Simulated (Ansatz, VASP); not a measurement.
SnSe in VASP and in Ansatz

```
Sn Se
1.0
     3.92112    0.00000    0.00000
    -1.96056    3.39579    0.00000
     0.00000    0.00000   11.03249
Sn Se
2 2
Direct
  0.00000 0.00000 0.19036
  0.00000 0.00000 0.80964
  0.33333 0.66667 0.33173
  0.33333 0.66667 0.66827
```

Alike in both runs: functional PBE; dispersion D3(BJ); k mesh 12 × 12 × 4; occupations gaussian, width 0.02 eV; no spin polarisation.

Ansatz relaxed the structure, and its values are those at the end. VASP's run is a single point on that final structure, the one shown.

```csv
,VASP,Ansatz
version,VASP 6.6.1,Ansatz 0.2.0
potentials or method,"VASP PAW PBE potentials, release 64 (Sn_d, Se), cutoff 520 eV","scalar-relativistic, plane waves, PAW"
valence electrons in the cell,40,60
```

```csv
,VASP,Ansatz,Ansatz less VASP
gap on the k mesh at the Fermi level (eV),0.84,0.85,+0.012
least direct gap on the mesh (eV),1.13,1.16,+0.028
pressure (GPa),0.0,0.0,-0.04
rms of the force components (eV/Å),0.016,0.002,-0.0140
```

VASP's potentials hold 40 valence electrons a cell and Ansatz's 60, so a difference there can come from the potentials and not from the codes.
